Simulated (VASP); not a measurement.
# Os (P6_3/mmc) in VASP: notebook, part 2 of 2

VASP 6.6.1. Earlier steps stand in the parts before.

## (4) Single point, r2SCAN (14.07 Å³/atom)

This run uses another cell than the first one, of 14.07 Å³/atom.

POSCAR reads:

```
Os
1.0
    2.7258741804      0.0000000000      0.0000000000
   -1.3629370902      2.3606762878      0.0000000000
    0.0000000000      0.0000000000      8.7478417212
Os
4
Direct
    1.0000000000      0.0000000000      0.0000000000
    1.0000000000      0.0000000000      0.5000000000
    0.3333333333      0.6666666667      0.2500000000
    0.6666666667      0.3333333333      0.7500000000
```

INCAR.step1 reads:

```
ALGO = Normal ; EDIFF = 1E-4
ENCUT = 520 ; GGA = PE
ISMEAR = -1 ; LASPH = T
LCHARG = F ; LREAL = F
LWAVE = T ; NBANDS = 24
NELM = 80 ; PREC = Accurate
SIGMA = 0.1
```

INCAR.step2 reads:

```
ALGO = Normal ; EDIFF = 1E-6
ENCUT = 520 ; ISIF = 2
ISMEAR = -1 ; ISTART = 1
LASPH = T ; LCHARG = F
LMIXTAU = T ; LREAL = F
LWAVE = F ; METAGGA = R2SCAN
NBANDS = 24 ; NELM = 80
PREC = Accurate ; SIGMA = 0.1
```

KPOINTS reads:

```
k-points
0
Gamma
  15 15 4
```

Launch:

```console
> cat potpaw_PBE.64/Os/POTCAR > POTCAR
> cp INCAR.step1 INCAR
> mpirun -np 1 vasp_std > vasp.out
> cp INCAR.step2 INCAR
> mpirun -np 1 vasp_std > vasp.out
```

Wall time 2.7 min (1 thread of Intel Xeon 6975P-C (Granite Rapids), shared host); peak memory 0.23 GiB.

It converged, with:

```
Free energy            : -211.6300 eV
Pressure               : 0.8 GPa
Band gap on the k mesh : zero (bands 16 and 17 overlap by 3.68 eV)
```

Stress tensor (GPa, compression positive):
```
0.20 0.00 0.00
0.00 0.20 0.00
0.00 0.00 2.02
```

Levels at points of the mesh, in eV from the Fermi level:
```
           k point  band 13  band 14  band 15  band 16  band 17  band 18  band 19  band 20
(0.00, 0.00, 0.00)    -2.71    -2.56    -2.56    -0.88    -0.88    -0.15     0.02     0.02
(0.00, 0.00, 0.50)    -2.94    -2.94    -2.08    -2.08    -0.34    -0.34    -0.34    -0.34
```

Caveat: the PAW data sets were made with another functional, which shifts forces and pressure a little; spin-orbit coupling is left out, which moves the levels of the heavy elements.

## (5) Single point, r2SCAN (14.64 Å³/atom)

This run uses another cell than the first one, of 14.64 Å³/atom.

POSCAR reads:

```
Os
1.0
    2.7617450595      0.0000000000      0.0000000000
   -1.3808725298      2.3917413803      0.0000000000
    0.0000000000      0.0000000000      8.8629581030
Os
4
Direct
    1.0000000000      0.0000000000      0.0000000000
    1.0000000000      0.0000000000      0.5000000000
    0.3333333333      0.6666666667      0.2500000000
    0.6666666667      0.3333333333      0.7500000000
```

INCAR.step1 reads:

```
SYSTEM = Os
PREC = Accurate
ENCUT = 520
ISMEAR = -1
SIGMA = 0.1
LREAL = .False.
LASPH = .True.
NELM = 100
NBANDS = 24
GGA = PE
ALGO = Normal
EDIFF = 1E-4
LWAVE = .True.
LCHARG = .False.
```

INCAR.step2 reads:

```
SYSTEM = Os
PREC = Accurate
ENCUT = 520
EDIFF = 1E-7
ISMEAR = -1
SIGMA = 0.1
LREAL = .False.
LASPH = .True.
NELM = 100
ALGO = Normal
ISIF = 2
LWAVE = .False.
LCHARG = .False.
METAGGA = R2SCAN
LMIXTAU = .True.
NBANDS = 24
ISTART = 1
```

KPOINTS reads:

```
Automatic mesh
0
Gamma
  15 15 4
  0 0 0
```

Potentials or basis: VASP PAW PBE potentials, release 64 (Os).

Launch:

```console
> cat potpaw_PBE.64/Os/POTCAR > POTCAR
> cp INCAR.step1 INCAR
> mpirun -np 1 vasp_std > vasp.out
> cp INCAR.step2 INCAR
> mpirun -np 1 vasp_std > vasp.out
```

OUTCAR:

```text
SYSTEM = Os
   PREC = Accurate
   ENCUT = 520
   EDIFF = 1E-7
   ISMEAR = -1
   LREAL = .False.
   LASPH = .True.
   NELM = 100
   ISIF = 2
   METAGGA = R2SCAN
   ISTART = 1

 ion  position               nearest neighbor table
   1  0.000  0.000  0.000-   3 2.73   4 2.73   4 2.73   3 2.73   4 2.73   3 2.73
   2  0.000  0.000  0.500-   3 2.73   4 2.73   4 2.73   3 2.73   4 2.73   3 2.73
   3  0.333  0.667  0.250-   1 2.73   2 2.73   1 2.73   2 2.73   1 2.73   2 2.73
   4  0.667  0.333  0.750-   1 2.73   2 2.73   1 2.73   2 2.73   1 2.73   2 2.73
[... 851 lines left out ...]
  Direction    XX          YY          ZZ          XY          YZ          ZX
  --------------------------------------------------------------------------------------
  -------------------------------------------------------------------------------------
  Total       -5.4719017     -5.4719017     -5.1058582      0.0000000     -0.0000000      0.0000000
  in kB     -149.7519091   -149.7519091   -139.7342395      0.0000000     -0.0000000      0.0000000
  external PRESSURE =    -146.4126859 kB  Pullay stress =       0.0000000 kB

 VOLUME and BASIS-vectors are now :
 -----------------------------------------------------------------------------
  energy-cutoff  :      520.00
  volume of cell :       58.54
      direct lattice vectors                 reciprocal lattice vectors
     2.761745059  0.000000000  0.000000000     0.362089903  0.209052703  0.000000000
    -1.380872530  2.391741380  0.000000000     0.000000000  0.418105406  0.000000000
     0.000000000  0.000000000  8.862958103     0.000000000  0.000000000  0.112829147

 POSITION                                       TOTAL-FORCE (eV/Angst)
 -----------------------------------------------------------------------------------
      0.00000      0.00000      0.00000        -0.000000      0.000000      0.000000
      0.00000      0.00000      4.43148        -0.000000      0.000000      0.000000
     -0.00000      1.59449      2.21574        -0.000000      0.000000     -0.000000
      1.38087      0.79725      6.64722         0.000000     -0.000000      0.000000
 -----------------------------------------------------------------------------------
    total drift:                               -0.000000      0.000000      0.000000

  FREE ENERGIE OF THE ION-ELECTRON SYSTEM (eV)
  ---------------------------------------------------
  free  energy   TOTEN  =      -211.5300080196 eV

  energy  without entropy=     -211.4184911195  energy(sigma->0) =     -211.47424957
```

Wall time 3.8 min (1 thread of Intel Xeon 6975P-C (Granite Rapids), shared host); peak memory 0.25 GiB.

Results:

- Free energy: -211.5300 eV
- Pressure: -14.6 GPa
- Band gap on the k mesh: zero (bands 16 and 17 overlap by 3.46 eV)

Stress tensor (GPa, compression positive):
```
-14.98   0.00   0.00
  0.00 -14.98   0.00
  0.00   0.00 -13.97
```

Levels at points of the mesh, in eV from the Fermi level:
```csv
k point,band 12,band 13,band 14,band 15,band 16,band 17,band 18,band 19,band 20,band 21
"(0.00, 0.00, 0.00)",-2.55,-2.55,-2.41,-2.41,-0.84,-0.84,-0.14,0.02,0.02,0.89
"(0.00, 0.00, 0.50)",-2.77,-2.77,-2.77,-2.01,-2.01,-0.33,-0.33,-0.33,-0.33,1.50
```

Caveat: the cell stands under tension; the PAW data sets were made with another functional, which shifts forces and pressure a little; spin-orbit coupling is left out, which moves the levels of the heavy elements.

## (6) Single point, r2SCAN (15.20 Å³/atom)

This run uses another cell than the first one, of 15.20 Å³/atom.

POSCAR reads:

```
Os
1.0
    2.7967075693      0.0000000000      0.0000000000
   -1.3983537847      2.4220198020      0.0000000000
    0.0000000000      0.0000000000      8.9751593571
Os
4
Direct
    1.0000000000      0.0000000000      0.0000000000
    1.0000000000      0.0000000000      0.5000000000
    0.3333333333      0.6666666667      0.2500000000
    0.6666666667      0.3333333333      0.7500000000
```

INCAR.step1 reads:

```
SYSTEM = Os
  PREC = Accurate
  ENCUT = 520
  ISMEAR = -1
  SIGMA = 0.1
  LREAL = .FALSE.
  LASPH = .TRUE.
  NELM = 100
  NBANDS = 24
  GGA = PE
  ALGO = Normal
  EDIFF = 1E-4
  LWAVE = .TRUE.
  LCHARG = .FALSE.
```

INCAR.step2 reads:

```
SYSTEM = Os
  PREC = Accurate
  ENCUT = 520
  EDIFF = 1E-7
  ISMEAR = -1
  SIGMA = 0.1
  LREAL = .FALSE.
  LASPH = .TRUE.
  NELM = 100
  ALGO = Normal
  ISIF = 2
  LWAVE = .FALSE.
  LCHARG = .FALSE.
  METAGGA = R2SCAN
  LMIXTAU = .TRUE.
  NBANDS = 24
  ISTART = 1
```

KPOINTS reads:

```
regular mesh
0
G
  15 15 4
  0 0 0
```

Potentials or basis: VASP PAW PBE potentials, release 64 (Os).

Launch:

```console
> cat potpaw_PBE.64/Os/POTCAR > POTCAR
> cp INCAR.step1 INCAR
> mpirun -np 1 vasp_std > vasp.out
> cp INCAR.step2 INCAR
> mpirun -np 1 vasp_std > vasp.out
```

Wall time 3.9 min (1 thread of Intel Xeon 6975P-C (Granite Rapids), shared host); peak memory 0.25 GiB.

It converged, with:

| Quantity | Value |
| --- | --- |
| Free energy | -211.2368 eV |
| Pressure | -26.8 GPa |
| Band gap on the k mesh | zero (bands 16 and 17 overlap by 3.25 eV) |

Stress tensor (GPa, compression positive):
```
-26.93   0.00   0.00
  0.00 -26.93   0.00
  0.00   0.00 -26.59
```

Levels at points of the mesh, in eV from the Fermi level:
```tsv
k point	band 14	band 15	band 16	band 17	band 18	band 19
(0.00, 0.00, 0.00)	-2.28	-2.28	-0.79	-0.79	-0.11	0.02
(0.00, 0.00, 0.50)	-2.62	-1.93	-1.93	-0.32	-0.32	-0.32
```

Caveat: the cell stands under tension; the PAW data sets were made with another functional, which shifts forces and pressure a little; spin-orbit coupling is left out, which moves the levels of the heavy elements.

## (7) The runs side by side

```tsv
cell	gap on the mesh (eV)	pressure (GPa)
a = 2.651, b = 2.651, c = 8.508 Å, angles 90.0, 90.0, 120.0°, 4 atoms	none	45.0
a = 2.689, b = 2.689, c = 8.630 Å, angles 90.0, 90.0, 120.0°, 4 atoms	none	20.4
a = 2.726, b = 2.726, c = 8.748 Å, angles 90.0, 90.0, 120.0°, 4 atoms	none	0.8
a = 2.762, b = 2.762, c = 8.863 Å, angles 90.0, 90.0, 120.0°, 4 atoms	none	-14.6
a = 2.797, b = 2.797, c = 8.975 Å, angles 90.0, 90.0, 120.0°, 4 atoms	none	-26.8
```

Alike in all rows: task single point; level r2SCAN; potentials or basis VASP PAW PBE potentials, release 64 (Os); no spin polarisation; k mesh 15 × 15 × 4; cutoff (eV) 520; smearing fermi-dirac 0.1 eV.

Caveats: the PAW data sets were made with another functional, which shifts forces and pressure a little; spin-orbit coupling is left out, which moves the levels of the heavy elements; the cell stands under pressure (at least some runs); the cell stands under tension (at least some runs).

Total energies depend on the potentials used, so only differences within one code and one set of settings carry meaning.
